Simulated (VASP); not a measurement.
# Al2Pt (Fm-3m) in VASP: notebook

Aim: see how the results for Al2Pt move with the level of theory and the settings. Levels: PBE, PBE+D3(BJ), PBE+D4. Tasks: relaxation of cell and atoms, single point.

Everything below comes from runs of VASP 6.6.1. Logs are shortened: lines on timing, memory, paths and dates and some standing lists are left out, and cuts for length are marked.

## 1. The cell of the first run

It takes space group Fm-3m (No. 225, cubic). Conventional cell: a = 5.910 Å, b = 5.910 Å, c = 5.910 Å, α = 90.00°, β = 90.00°, γ = 90.00°. Within 3.4 Å of Pt (site symmetry m-3m) lie 8 Al at 2.56 Å. Al (site symmetry -43m) has 4 Pt at 2.56 Å and 6 Al at 2.96 Å within 3.4 Å.

## 2. Relaxation of cell and atoms, PBE

INCAR reads:

```
ALGO = Fast
EDIFF = 1E-6
EDIFFG = -0.01
ENCUT = 600
GGA = PE
IBRION = 2
ISIF = 3
ISMEAR = -1
LASPH = T
LCHARG = F
LREAL = F
LWAVE = F
NELM = 60
NSW = 60
PREC = Accurate
SIGMA = 0.05
```

KPOINTS reads:

```
k-points
0
Gamma
  8 8 8
```

POSCAR reads:

```
Al2Pt
1.0
    0.0000000000      2.9550000000      2.9550000000
    2.9550000000      0.0000000000      2.9550000000
    2.9550000000      2.9550000000      0.0000000000
Pt Al
1 2
Direct
    0.0000000000      0.0000000000      0.0000000000
    0.7500000000      0.7500000000      0.7500000000
    0.2500000000      0.2500000000      0.2500000000
```

Potentials or basis: VASP PAW PBE potentials, release 64 (Pt, Al).

The run is started by

```console
$ cat potpaw_PBE.64/Pt/POTCAR potpaw_PBE.64/Al/POTCAR > POTCAR
$ mpirun -np 1 vasp_std > vasp.out
```

OUTCAR:

```text
EDIFF = 1E-6
   EDIFFG = -0.01
   ENCUT = 600
   GGA = PE
   IBRION = 2
   ISIF = 3
   ISMEAR = -1
   LASPH = T
   LREAL = F
   NELM = 60
   NSW = 60
   PREC = Accurate

 ion  position               nearest neighbor table
   1  0.000  0.000  0.000-   2 2.56   2 2.56   2 2.56   2 2.56   3 2.56   3 2.56   3 2.56   3 2.56

   2  0.750  0.750  0.750-   1 2.56   1 2.56   1 2.56   1 2.56   3 2.96   3 2.96   3 2.96   3 2.96
                             3 2.96   3 2.96
   3  0.250  0.250  0.250-   1 2.56   1 2.56   1 2.56   1 2.56   2 2.96   2 2.96   2 2.96   2 2.96
                             2 2.96   2 2.96

  LATTYP: Found a face centered cubic cell.
 ALAT       =     5.9100000000

  Lattice vectors:

 A1 = (   0.0000000000,   2.9550000000,   2.9550000000)
 A2 = (   2.9550000000,   0.0000000000,   2.9550000000)
 A3 = (   2.9550000000,   2.9550000000,   0.0000000000)

Analysis of symmetry for initial positions (statically):
=====================================================================
 Subroutine PRICEL returns:
 Original cell was already a primitive cell.

 Routine SETGRP: Setting up the symmetry group for a
 face centered cubic supercell.

 Subroutine GETGRP returns: Found 48 space group operations
 (whereof 48 operations were pure point group operations)
 out of a pool of 48 trial point group operations.

The static configuration has the point symmetry O_h .

Analysis of symmetry for dynamics (positions and initial velocities):
=====================================================================
 Subroutine PRICEL returns:
 Original cell was already a primitive cell.

 Routine SETGRP: Setting up the symmetry group for a
 face centered cubic supercell.

 Subroutine GETGRP returns: Found 48 space group operations
 (whereof 48 operations were pure point group operations)
 out of a pool of 48 trial point group operations.

The dynamic configuration has the point symmetry O_h .

 Subroutine INISYM returns: Found 48 space group operations
 (whereof 48 operations are pure point group operations),
 and found     1 'primitive' translations

----------------------------------------------------------------------------------------

                                     Primitive cell

  volume of cell :      51.6063

  direct lattice vectors                    reciprocal lattice vectors
     0.000000000  2.955000000  2.955000000    -0.169204738  0.169204738  0.169204738
     2.955000000  0.000000000  2.955000000     0.169204738 -0.169204738  0.169204738
     2.955000000  2.955000000  0.000000000     0.169204738  0.169204738 -0.169204738

  length of vectors
     4.179001077  4.179001077  4.179001077     0.293071203  0.293071203  0.293071203

  position of ions in fractional coordinates (direct lattice)
     0.000000000  0.000000000  0.000000000
     0.750000000  0.750000000  0.750000000
     0.250000000  0.250000000  0.250000000

  ion indices of the primitive-cell ions
   primitive index   ion index
                 1           1
                 2           2
                 3           3

----------------------------------------------------------------------------------------

 KPOINTS: k-points

Automatic generation of k-mesh.
 Grid dimensions read from file:
 generate k-points for:    8    8    8

 Generating k-lattice:

  Cartesian coordinates                     Fractional coordinates (reciprocal lattice)
    -0.021150592  0.021150592  0.021150592     0.125000000  0.000000000  0.000000000
     0.021150592 -0.021150592  0.021150592     0.000000000  0.125000000  0.000000000
     0.021150592  0.021150592 -0.021150592     0.000000000  0.000000000  0.125000000

  Length of vectors
     0.036633900  0.036633900  0.036633900

  Shift w.r.t. Gamma in fractional coordinates (k-lattice)
     0.000000000  0.000000000  0.000000000

 Subroutine IBZKPT returns following result:
 ===========================================

 Found     29 irreducible k-points:

 Following reciprocal coordinates:
            Coordinates               Weight
  0.000000  0.000000  0.000000      1.000000
  0.125000  0.000000  0.000000      8.000000
  0.250000  0.000000  0.000000      8.000000
  0.375000  0.000000  0.000000      8.000000
  0.500000  0.000000  0.000000      4.000000
  0.125000  0.125000  0.000000      6.000000
[... 16 lines left out ...]
  0.500000  0.250000  0.125000     48.000000
 -0.375000  0.250000  0.125000     24.000000
 [... further k-points ...]
   k-points           NKPTS =     29   k-points in BZ     NKDIM =     29   number of bands    NBANDS=     12
   number of dos      NEDOS =    301   number of ions     NIONS =      3
   total plane-waves  NPLWV =  46656
   dimension x,y,z NGX =    36 NGY =   36 NGZ =   36
   dimension x,y,z NGXF=    72 NGYF=   72 NGZF=   72
   ions per type =               1   2
   NGX,Y,Z   is equivalent  to a cutoff of  14.32, 14.32, 14.32 a.u.
   NGXF,Y,Z  is equivalent  to a cutoff of  28.64, 28.64, 28.64 a.u.
 SYSTEM =  unknown system
   PREC   = accura    normal or accurate (medium, high low for compatibility)
   ISTART =      0    job   : 0-new  1-cont  2-samecut
   ICHARG =      2    charge: 1-file 2-atom 10-const
   ISPIN  =      1    spin polarized calculation?
   LNONCOLLINEAR =      F non collinear calculations
   LSORBIT =      F    spin-orbit coupling
   LASPH  =      T    aspherical Exc in radial PAW
   ENCUT  =  600.0 eV  44.10 Ry    6.64 a.u.   8.35  8.35  8.35*2*pi/ulx,y,z
   NELM   =     60;   NELMIN=  2; NELMDL= -5     # of ELM steps
   EDIFF  = 0.1E-05   stopping-criterion for ELM
   LREAL  =      F    real-space projection
   EDIFFG = -.1E-01   stopping-criterion for IOM
   NSW    =     60    number of steps for IOM
   IBRION =      2    ionic relax: 0-MD 1-quasi-New 2-CG
   NFREE  =      1    steps in history (QN), initial steepest desc. (CG)
   ISIF   =      3    stress and relaxation
   ISYM   =      2    0-nonsym 1-usesym 2-fastsym
   POTIM  = 0.5000    time-step for ionic-motion
   TEBEG  =    0.0;   TEEND  =   0.0 temperature during run
   PSTRESS=    0.0 pullay stress
   NELECT =      16.0000    total number of electrons
   NUPDOWN=      -1.0000    fix difference up-down
   EMIN   =  10.00;   EMAX   =-10.00  energy-range for DOS
   EFERMI =   0.00;   METHOD = LEGACY
   ISMEAR =    -1;   SIGMA  =   0.05  broadening in eV -4-tet -1-fermi 0-gaus
   EFERMI_NEDOS =   21; number of points for ismear=-14 and -15
   IALGO  =     68    algorithm
   IMIX   =      4    mixing-type and parameters
     AMIX     =   0.40;   BMIX     =  1.00
     AMIX_MAG =   1.60;   BMIX_MAG =  1.00
  volume/ion in A,a.u.               =      17.20       116.09
  Fermi-wavevector in a.u.,A,eV,Ry     =   1.108019  2.093853 16.703966  1.227707
  Thomas-Fermi vector in A             =   2.244541
   LORBIT       =      0    0 simple, 1 ext, 2 COOP (PROOUT), +10 PAW based schemes
   GGA     = PE    functional components
   LHFCALC =     F    Hartree Fock is set to
   AEXX    =    0.0000 exact exchange contribution
   IVDW    =     0    specifies the selected vdW correction
   LEPSILON=     F    determine dielectric tensor
   LRPA    =     F    only Hartree local field effects (RPA)
 conjugate gradient relaxation of ions
 non-spin polarized calculation
 RMM-DIIS sequential band-by-band and
  energy-cutoff  :      600.00
  volume of cell :       51.61
 maximum number of plane-waves:      1759
 NGX is ok and might be reduce to    36
   NGX = 17   NGY = 17   NGZ = 17

--------------------------------------- Ionic step        1  -------------------------------------------

 number of electron      16.0000000 magnetization

 Free energy of the ion-electron system (eV)
  ---------------------------------------------------
  ext. energy  EPLUGINS =         0.00000000
  ---------------------------------------------------
  free energy    TOTEN  =       -16.23849829 eV

  energy without entropy =      -16.22595553  energy(sigma->0) =      -16.23222691

------------------------ aborting loop because EDIFF is reached ----------------------------------------

  FORCE on cell =-STRESS in cart. coord.  units (eV):
  Direction    XX          YY          ZZ          XY          YZ          ZX
  --------------------------------------------------------------------------------------
  -------------------------------------------------------------------------------------
  Total        0.7583295      0.7583295      0.7583295      0.0000000     -0.0000000      0.0000000
  in kB       23.5432320     23.5432320     23.5432320      0.0000000     -0.0000000      0.0000000
  external PRESSURE =      23.5432320 kB  Pullay stress =       0.0000000 kB
[... 59 lines left out ...]
  energy  without entropy=      -16.2244864714  energy(sigma->0) =      -16.23099037

--------------------------------------- Ionic step        3  -------------------------------------------

 number of electron      16.0000002 magnetization

 Free energy of the ion-electron system (eV)
  ---------------------------------------------------
  ext. energy  EPLUGINS =         0.00000000
  ---------------------------------------------------
  free energy    TOTEN  =       -16.24502455 eV

  energy without entropy =      -16.23226061  energy(sigma->0) =      -16.23864258

 E-fermi :   7.6611     XC(G=0): -10.6248

 val. band max:        7.5846185313   @ k =   0.3750   0.2500   0.0000
 cond. band min:       7.6882386550   @ k =  -0.3750   0.1250   0.0000
 fundamental gap:      0.1036201237
 Fermi energy:         7.6611269793

 k-point     1 :       0.0000    0.0000    0.0000
  band No.  band energies     occupation
      1      -2.4122      2.00000
      2       2.7341      2.00000
      3       2.7341      2.00000
      4       2.7341      2.00000
      5       4.0710      2.00000
      6       4.0710      2.00000
      7      10.5133      0.00000
      8      11.5024      0.00000
      9      11.5024      0.00000
     10      11.5024      0.00000
     11      13.0040      0.00000
     12      13.0040      0.00000
[... 331 lines left out ...]
 k-point    24 :      -0.3750    0.2500    0.1250
  band No.  band energies     occupation
      1       0.4827      2.00000
      2       1.6955      2.00000
      3       2.8989      2.00000
      4       3.3743      2.00000
      5       3.6119      2.00000
      6       4.2628      2.00000
      7       4.5125      2.00000
      8       6.7205      2.00000
      9       7.8178      0.08344
     10      11.5098      0.00000
     11      12.8026      0.00000
     12      14.4751      0.00000

 [... further k-points ...]
[... 5 lines left out ...]
  --------------------------------------------------------------------------------------
  -------------------------------------------------------------------------------------
  Total       -0.0066332     -0.0066332     -0.0066332     -0.0000000     -0.0000000      0.0000000
  in kB       -0.2023382     -0.2023382     -0.2023382     -0.0000000     -0.0000000      0.0000000
  external PRESSURE =      -0.2023382 kB  Pullay stress =       0.0000000 kB
[... 18 lines left out ...]
  FREE ENERGIE OF THE ION-ELECTRON SYSTEM (eV)
  ---------------------------------------------------
  free  energy   TOTEN  =       -16.2450245540 eV

  energy  without entropy=      -16.2322606071  energy(sigma->0) =      -16.23864258

 reached required accuracy - stopping structural energy minimisation
```

Run time: 31 s. Hardware: 1 thread of Intel Xeon 6975P-C (Granite Rapids), shared host; peak memory 0.22 GiB.

Results:

| Item | Value |
| --- | --- |
| Free energy | -16.2450 eV |
| Relaxed volume | 17.51 Å³/atom |
| Relaxed cell | a = 4.204 Å, b = 4.204 Å, c = 4.204 Å, α = 60.00°, β = 60.00°, γ = 60.00° |
| Space group after relaxing (to 0.05 Å) | Fm-3m (No. 225) |
| Energy gained by relaxing | 2.2 meV/atom |
| Ionic steps | 3 |
| Pressure after relaxing | 0.0 GPa |
| Band gap on the k mesh | zero (band 8 reaches 11.50 eV, above the bottom of band 9 at 6.12 eV) |

Step by step:
```
step  energy change (eV)  largest force (eV/Å)  pressure (GPa)  volume (Å³)
   1              0.0000                0.0000            2.35        51.61
   2              0.0010                0.0000           -2.43        53.52
   3             -0.0065                0.0000           -0.02        52.52
```

Final structure:
```yaml
crystal:
  lattice:
    - [0.00000, 2.97241, 2.97241]
    - [2.97241, 0.00000, 2.97241]
    - [2.97241, 2.97241, 0.00000]
  atoms:
    - { symbol: Pt, position: [0.00000, 0.00000, 0.00000] }
    - { symbol: Al, position: [0.75000, 0.75000, 0.75000] }
    - { symbol: Al, position: [0.25000, 0.25000, 0.25000] }
```

Caveat: spin-orbit coupling is left out, which moves the levels of the heavy elements. Zero-point motion and thermal expansion aren't in these numbers.

## 3. Relaxation of cell and atoms, PBE+D3(BJ)

INCAR reads:

```
SYSTEM = Al2Pt
ALGO = Fast
EDIFF = 1E-6
EDIFFG = -0.01
ENCUT = 600
GGA = PE
IBRION = 2
ISIF = 3
ISMEAR = -1
IVDW = 12
LASPH = .True.
LCHARG = .False.
LREAL = .False.
LWAVE = .False.
NELM = 100
NSW = 60
PREC = Accurate
SIGMA = 0.05
```

KPOINTS reads:

```
k-points
0
Gamma
  8 8 8
  0 0 0
```

POSCAR is that of step 2.

Potentials or basis: VASP PAW PBE potentials, release 64 (Pt, Al).

The run is started by

```console
$ cat potpaw_PBE.64/Pt/POTCAR potpaw_PBE.64/Al/POTCAR > POTCAR
$ mpirun -np 1 vasp_std > vasp.out
```

It took 32 s on 1 thread of Intel Xeon 6975P-C (Granite Rapids), shared host; peak memory 0.23 GiB.

It converged, with:

- Free energy: -17.5261 eV
- Relaxed volume: 16.97 Å³/atom
- Relaxed cell: a = 4.160 Å, b = 4.160 Å, c = 4.160 Å, α = 60.00°, β = 60.00°, γ = 60.00°
- Space group after relaxing (to 0.05 Å): Fm-3m (No. 225)
- Energy gained by relaxing: 1.4 meV/atom
- Ionic steps: 3
- Pressure after relaxing: 0.0 GPa
- Band gap on the k mesh: zero (band 8 reaches 11.90 eV, above the bottom of band 9 at 6.43 eV)
- Dispersion energy per atom: -0.434 eV

Step by step:
| step | energy change (eV) | largest force (eV/Å) | pressure (GPa) | volume (Å³) |
| --- | --- | --- | --- | --- |
| 1 | 0.0000 | 0.0000 | -1.85 | 51.61 |
| 2 | 0.0012 | 0.0000 | 2.24 | 50.13 |
| 3 | -0.0041 | 0.0000 | -0.02 | 50.91 |

Final structure:
```
CELL_PARAMETERS angstrom
0.00000 2.94158 2.94158
2.94158 0.00000 2.94158
2.94158 2.94158 0.00000
ATOMIC_POSITIONS crystal
Pt 0.00000 0.00000 0.00000
Al 0.75000 0.75000 0.75000
Al 0.25000 0.25000 0.25000
```

Levels at points of the mesh, in eV from the Fermi level:
| k point | band 4 | band 5 | band 6 | band 7 | band 8 | band 9 | band 10 | band 11 | band 12 |
| --- | --- | --- | --- | --- | --- | --- | --- | --- | --- |
| (0.00, 0.00, 0.00) | -5.10 | -3.72 | -3.72 | 3.09 | 3.86 | 3.86 | 3.86 | 5.52 | 5.52 |
| (0.50, 0.00, 0.00) | -4.77 | -3.72 | -3.49 | -3.49 | 1.04 | 1.04 | 3.83 | 5.24 | 5.24 |
| (0.50, 0.50, 0.00) | -3.80 | -3.80 | -3.43 | -3.21 | -1.60 | -1.60 | 3.27 | 3.43 | 8.10 |

Caveat: spin-orbit coupling is left out, which moves the levels of the heavy elements; pairwise dispersion overbinds metals, which lowers pressure and volume.

[end of part 1 of 2]
